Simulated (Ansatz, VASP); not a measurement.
## CsB3N3: VASP beside Ansatz

```xyz
7
Lattice="4.3688 0.0000 0.0000 -2.1844 3.7835 0.0000 0.0000 0.0000 9.6236" Properties=species:S:1:pos:R:3 pbc="T T T"
Cs    0.0000    0.0000    4.8118
B     0.0000    2.5223    0.0000
B     2.1844    1.2612    0.0000
B     0.0000    0.0000    0.0000
N     1.4560    0.0000    0.0000
N    -0.7280    1.2610    0.0000
N     1.4564    2.5225    0.0000
```

Alike in both runs: functional PBE; k mesh 12 × 12 × 4; occupations gaussian, width 0.1 eV; no spin polarisation.

Ansatz relaxed the structure, and its values are those at the end. VASP's run is a single point on that final structure, the one shown.

|  | VASP | Ansatz |
| --- | --- | --- |
| version | VASP 6.6.1 | Ansatz 0.2.0 |
| potentials or method | VASP PAW PBE potentials, release 64 (Cs_sv, B, N), cutoff 520 eV | scalar-relativistic, plane waves, PAW |
| valence electrons in the cell | 33 | 33 |

```csv
,VASP,Ansatz,Ansatz less VASP
gap on the k mesh at the Fermi level (eV),none,none,-
pressure (GPa),0.0,0.0,-0.01
```

A gap of «none» marks a metal or a gap that the smearing closes.

Neither program's run includes spin-orbit coupling.
